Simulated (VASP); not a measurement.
# LiBr (Fm-3m) in VASP: a series of runs

Runs on LiBr. Level: PBEsol. Tasks: single point, relaxation of cell and atoms.

Program: VASP 6.6.1. These are calculated values, not measurements. Logs are shortened: lines on timing, memory, paths and dates and some standing lists are left out, and cuts for length are marked.

## Step 1: The cell of the first run

It takes space group Fm-3m (No. 225, cubic). Conventional cell: a = 5.412 Å, b = 5.412 Å, c = 5.412 Å, α = 90.00°, β = 90.00°, γ = 90.00°. Within 3.6 Å of Li (site symmetry m-3m) lie 6 Br at 2.71 Å. Br (site symmetry m-3m) has 6 Li at 2.71 Å within 3.6 Å.

## Step 2: Single point, PBEsol

The input, INCAR:

```
ALGO     = Normal         # electronic algorithm
EDIFF    = 1E-6           # SCF threshold, eV
ENCUT    = 750            # plane-wave cutoff, eV
GGA      = PS             # functional
GGA_COMPAT= F            
ISIF     = 2              # what is computed and relaxed
ISMEAR   = 0              # smearing method
LASPH    = T              # aspherical terms in the spheres
LCHARG   = F              # write CHGCAR
LREAL    = F              # projectors in reciprocal space
LWAVE    = F              # write WAVECAR
NBANDS   = 12             # bands
NELM     = 120            # most SCF steps
PREC     = Accurate       # precision mode
SIGMA    = 0.02           # smearing width, eV
```

The input, KPOINTS:

```
k-points
0
Gamma
  8 8 8
```

The input, POSCAR:

```
LiBr
1.0
    0.0000000000      2.7061396205      2.7061396205
    2.7061396205      0.0000000000      2.7061396205
    2.7061396205      2.7061396205      0.0000000000
Li Br
1 1
Direct
    0.0000000000      0.0000000000      0.0000000000
    0.5000000000      0.5000000000      0.5000000000
```

Potentials or basis: VASP PAW PBE potentials, release 64 (Li_sv, Br).

The run is started by

```
$ cat potpaw_PBE.64/Li_sv/POTCAR potpaw_PBE.64/Br/POTCAR > POTCAR
$ mpirun -np 1 vasp_std > vasp.out
```

OUTCAR:

```text
EDIFF = 1E-6
   ENCUT = 750
   GGA = PS
   ISIF = 2
   ISMEAR = 0
   LASPH = T
   LREAL = F
   NELM = 120
   PREC = Accurate

 ion  position               nearest neighbor table
   1  0.000  0.000  0.000-
   2  0.500  0.500  0.500-

  LATTYP: Found a face centered cubic cell.
 ALAT       =     5.4122792410

  Lattice vectors:

 A1 = (   0.0000000000,   2.7061396205,   2.7061396205)
 A2 = (   2.7061396205,   0.0000000000,   2.7061396205)
 A3 = (   2.7061396205,   2.7061396205,   0.0000000000)

Analysis of symmetry for initial positions (statically):
=====================================================================
 Subroutine PRICEL returns:
 Original cell was already a primitive cell.

 Routine SETGRP: Setting up the symmetry group for a
 face centered cubic supercell.

 Subroutine GETGRP returns: Found 48 space group operations
 (whereof 48 operations were pure point group operations)
 out of a pool of 48 trial point group operations.

The static configuration has the point symmetry O_h .

Analysis of symmetry for dynamics (positions and initial velocities):
=====================================================================
 Subroutine PRICEL returns:
 Original cell was already a primitive cell.

 Routine SETGRP: Setting up the symmetry group for a
 face centered cubic supercell.

 Subroutine GETGRP returns: Found 48 space group operations
 (whereof 48 operations were pure point group operations)
 out of a pool of 48 trial point group operations.

The dynamic configuration has the point symmetry O_h .

 Subroutine INISYM returns: Found 48 space group operations
 (whereof 48 operations are pure point group operations),
 and found     1 'primitive' translations

----------------------------------------------------------------------------------------

                                     Primitive cell

  volume of cell :      39.6352

  direct lattice vectors                    reciprocal lattice vectors
     0.000000000  2.706139621  2.706139621    -0.184765042  0.184765042  0.184765042
     2.706139621  0.000000000  2.706139621     0.184765042 -0.184765042  0.184765042
     2.706139621  2.706139621  0.000000000     0.184765042  0.184765042 -0.184765042

  length of vectors
     3.827059353  3.827059353  3.827059353     0.320022440  0.320022440  0.320022440

  position of ions in fractional coordinates (direct lattice)
     0.000000000  0.000000000  0.000000000
     0.500000000  0.500000000  0.500000000

  ion indices of the primitive-cell ions
   primitive index   ion index
                 1           1
                 2           2

----------------------------------------------------------------------------------------

 KPOINTS: k-points

Automatic generation of k-mesh.
 Grid dimensions read from file:
 generate k-points for:    8    8    8

 Generating k-lattice:

  Cartesian coordinates                     Fractional coordinates (reciprocal lattice)
    -0.023095630  0.023095630  0.023095630     0.125000000  0.000000000  0.000000000
     0.023095630 -0.023095630  0.023095630     0.000000000  0.125000000  0.000000000
     0.023095630  0.023095630 -0.023095630     0.000000000  0.000000000  0.125000000

  Length of vectors
     0.040002805  0.040002805  0.040002805

  Shift w.r.t. Gamma in fractional coordinates (k-lattice)
     0.000000000  0.000000000  0.000000000

 Subroutine IBZKPT returns following result:
 ===========================================

 Found     29 irreducible k-points:

 Following reciprocal coordinates:
            Coordinates               Weight
  0.000000  0.000000  0.000000      1.000000
  0.125000  0.000000  0.000000      8.000000
  0.250000  0.000000  0.000000      8.000000
  0.375000  0.000000  0.000000      8.000000
  0.500000  0.000000  0.000000      4.000000
  0.125000  0.125000  0.000000      6.000000
[... 16 lines left out ...]
  0.500000  0.250000  0.125000     48.000000
 -0.375000  0.250000  0.125000     24.000000
 [... further k-points ...]
   k-points           NKPTS =     29   k-points in BZ     NKDIM =     29   number of bands    NBANDS=     12
   number of dos      NEDOS =    301   number of ions     NIONS =      2
   total plane-waves  NPLWV =  46656
   dimension x,y,z NGX =    36 NGY =   36 NGZ =   36
   dimension x,y,z NGXF=    72 NGYF=   72 NGZF=   72
   ions per type =               1   1
   NGX,Y,Z   is equivalent  to a cutoff of  15.64, 15.64, 15.64 a.u.
   NGXF,Y,Z  is equivalent  to a cutoff of  31.28, 31.28, 31.28 a.u.
 SYSTEM =  unknown system
   PREC   = accura    normal or accurate (medium, high low for compatibility)
   ISTART =      0    job   : 0-new  1-cont  2-samecut
   ICHARG =      2    charge: 1-file 2-atom 10-const
   ISPIN  =      1    spin polarized calculation?
   LNONCOLLINEAR =      F non collinear calculations
   LSORBIT =      F    spin-orbit coupling
   LASPH  =      T    aspherical Exc in radial PAW
   ENCUT  =  750.0 eV  55.12 Ry    7.42 a.u.   8.55  8.55  8.55*2*pi/ulx,y,z
   NELM   =    120;   NELMIN=  2; NELMDL= -5     # of ELM steps
   EDIFF  = 0.1E-05   stopping-criterion for ELM
   LREAL  =      F    real-space projection
   EDIFFG = 0.1E-04   stopping-criterion for IOM
   NSW    =      0    number of steps for IOM
   IBRION =     -1    ionic relax: 0-MD 1-quasi-New 2-CG
   NFREE  =      0    steps in history (QN), initial steepest desc. (CG)
   ISIF   =      2    stress and relaxation
   ISYM   =      2    0-nonsym 1-usesym 2-fastsym
   POTIM  = 0.5000    time-step for ionic-motion
   TEBEG  =    0.0;   TEEND  =   0.0 temperature during run
   PSTRESS=    0.0 pullay stress
   NELECT =      10.0000    total number of electrons
   NUPDOWN=      -1.0000    fix difference up-down
   EMIN   =  10.00;   EMAX   =-10.00  energy-range for DOS
   EFERMI =   0.00;   METHOD = LEGACY
   ISMEAR =     0;   SIGMA  =   0.02  broadening in eV -4-tet -1-fermi 0-gaus
   EFERMI_NEDOS =   21; number of points for ismear=-14 and -15
   IALGO  =     38    algorithm
   IMIX   =      4    mixing-type and parameters
     AMIX     =   0.40;   BMIX     =  1.00
     AMIX_MAG =   1.60;   BMIX_MAG =  1.00
  volume/ion in A,a.u.               =      19.82       133.74
  Fermi-wavevector in a.u.,A,eV,Ry     =   1.034462  1.954850 14.559759  1.070112
  Thomas-Fermi vector in A             =   2.168759
   LORBIT       =      0    0 simple, 1 ext, 2 COOP (PROOUT), +10 PAW based schemes
   GGA     = PS    functional components
   LHFCALC =     F    Hartree Fock is set to
   AEXX    =    0.0000 exact exchange contribution
   IVDW    =     0    specifies the selected vdW correction
   LEPSILON=     F    determine dielectric tensor
   LRPA    =     F    only Hartree local field effects (RPA)
 non-spin polarized calculation
 Gauss-broadening in eV      SIGMA  =   0.02
  energy-cutoff  :      750.00
  volume of cell :       39.64
 maximum number of plane-waves:      1868
 NGX is ok and might be reduce to    36
   NGX = 17   NGY = 17   NGZ = 17

 number of electron      10.0000001 magnetization

 Free energy of the ion-electron system (eV)
  ---------------------------------------------------
  ext. energy  EPLUGINS =         0.00000000
  ---------------------------------------------------
  free energy    TOTEN  =        -6.93525696 eV

  energy without entropy =       -6.93525696  energy(sigma->0) =       -6.93525696

 E-fermi :   0.8099     XC(G=0):  -8.7907

 val. band max:        0.5855814219   @ k =   0.0000   0.0000   0.0000
 cond. band min:       5.5695970113   @ k =   0.0000   0.0000   0.0000
 fundamental gap:      4.9840155894
 Fermi energy:         0.8099022007

 k-point     1 :       0.0000    0.0000    0.0000
  band No.  band energies     occupation
      1     -43.0181      2.00000
      2     -13.0465      2.00000
      3       0.5856      2.00000
      4       0.5856      2.00000
      5       0.5856      2.00000
      6       5.5696      0.00000
      7      11.0090      0.00000
      8      11.0090      0.00000
      9      11.0090      0.00000
     10      12.9633      0.00000
     11      12.9633      0.00000
     12      12.9633      0.00000

 k-point     2 :       0.1250    0.0000    0.0000
  band No.  band energies     occupation
      1     -43.0179      2.00000
      2     -12.9749      2.00000
      3      -0.0570      2.00000
      4       0.5383      2.00000
      5       0.5383      2.00000
      6       6.1129      0.00000
      7      10.2720      0.00000
      8      10.8797      0.00000
      9      10.8797      0.00000
     10      12.0162      0.00000
     11      12.0162      0.00000
     12      13.3083      0.00000

 k-point     3 :       0.2500    0.0000    0.0000
  band No.  band energies     occupation
      1     -43.0174      2.00000
      2     -12.7925      2.00000
      3      -1.2444      2.00000
      4       0.4312      2.00000
      5       0.4312      2.00000
      6       6.5297      0.00000
      7       9.7477      0.00000
      8       9.7477      0.00000
      9      10.3930      0.00000
     10      12.9555      0.00000
     11      12.9555      0.00000
     12      13.6812      0.00000
[... 286 lines left out ...]
 k-point    23 :       0.5000    0.2500    0.1250
  band No.  band energies     occupation
      1     -43.0166      2.00000
      2     -12.4758      2.00000
      3      -2.0182      2.00000
      4      -0.8005      2.00000
      5       0.0130      2.00000
      6       7.7505      0.00000
      7       8.4865      0.00000
      8       9.7056      0.00000
      9      10.7711      0.00000
     10      13.4035      0.00000
     11      16.1606      0.00000
     12      16.5849      0.00000

 k-point    24 :      -0.3750    0.2500    0.1250
  band No.  band energies     occupation
      1     -43.0164      2.00000
      2     -12.4020      2.00000
      3      -2.2591      2.00000
      4      -0.9062      2.00000
      5      -0.0898      2.00000
      6       7.5777      0.00000
      7       8.4495      0.00000
      8       9.8275      0.00000
      9      11.4363      0.00000
     10      14.2312      0.00000
     11      14.7395      0.00000
     12      17.4232      0.00000

 [... further k-points ...]
[... 5 lines left out ...]
  --------------------------------------------------------------------------------------
  -------------------------------------------------------------------------------------
  Total       -0.0100562     -0.0100562     -0.0100562      0.0000000      0.0000000      0.0000000
  in kB       -0.4065015     -0.4065015     -0.4065015      0.0000000      0.0000000      0.0000000
  external PRESSURE =      -0.4065015 kB  Pullay stress =       0.0000000 kB

 VOLUME and BASIS-vectors are now :
 -----------------------------------------------------------------------------
  energy-cutoff  :      750.00
  volume of cell :       39.64
      direct lattice vectors                 reciprocal lattice vectors
     0.000000000  2.706139621  2.706139621    -0.184765042  0.184765042  0.184765042
     2.706139621  0.000000000  2.706139621     0.184765042 -0.184765042  0.184765042
     2.706139621  2.706139621  0.000000000     0.184765042  0.184765042 -0.184765042

 POSITION                                       TOTAL-FORCE (eV/Angst)
 -----------------------------------------------------------------------------------
      0.00000      0.00000      0.00000        -0.000000      0.000000     -0.000000
      2.70614      2.70614      2.70614         0.000000     -0.000000      0.000000
 -----------------------------------------------------------------------------------
    total drift:                                0.000000      0.000000      0.000000

  FREE ENERGIE OF THE ION-ELECTRON SYSTEM (eV)
  ---------------------------------------------------
  free  energy   TOTEN  =        -6.9352569630 eV

  energy  without entropy=       -6.9352569630  energy(sigma->0) =       -6.93525696
```

It took 19 s on 1 thread of Intel Xeon Platinum 8488C (Sapphire Rapids), shared host; peak memory 0.2 GiB.

Results:

```
Free energy            : -6.9353 eV
Pressure               : 0.0 GPa
Band gap on the k mesh : 4.98 eV, direct
```

Caveat: the PAW data sets were made with another functional, which shifts forces and pressure a little. PBEsol gaps usually lie below the measured ones, often by a third to a half.

[end of part 1 of 2]
